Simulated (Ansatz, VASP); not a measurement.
Two plane-wave programs on Mg5Co3

```xyz
8
Lattice="5.3045 0.0000 0.0000 0.0000 5.3045 0.0000 0.0000 0.0000 5.3045" Properties=species:S:1:pos:R:3 pbc="T T T"
Mg    0.0000    0.0000    0.0000
Mg    0.0000    2.6522    2.6522
Mg    2.6522    0.0000    2.6522
Mg    2.6522    2.6522    0.0000
Mg    2.6522    2.6522    2.6522
Co    2.6522    0.0000    0.0000
Co    0.0000    2.6522    0.0000
Co    0.0000    0.0000    2.6522
```

Alike in both runs: functional PBE; k mesh 4 × 4 × 4; occupations gaussian, width 0.1 eV; collinear spin.

Ansatz relaxed the structure, and its values are those at the end. VASP's run is a single point on that final structure, the one shown.

```csv
,VASP,Ansatz
version,VASP 6.6.1,Ansatz 0.2.0
potentials or method,"VASP PAW PBE potentials, release 64 (Mg, Co), cutoff 520 eV","scalar-relativistic, plane waves, PAW"
valence electrons in the cell,37,101
```

VASP gave:

```
gap on the k mesh at the Fermi level (eV)                     : none
pressure (GPa)                                                : 0.1
net moment per atom (μB)                                      : 0.52
size of the moment on the site where the two differ most (μB) : 1.48
```

Which values does Ansatz return?

gap on the k mesh at the Fermi level (eV): none; pressure (GPa): 0.1; net moment per atom (μB): 0.53; size of the moment on the site where the two differ most (μB): 1.50.

Site moments also hang on the region over which each program counts them. A gap of «none» marks a metal or a gap that the smearing closes. VASP's potentials hold 37 valence electrons a cell and Ansatz's 101, so a difference there can come from the potentials and not from the codes.
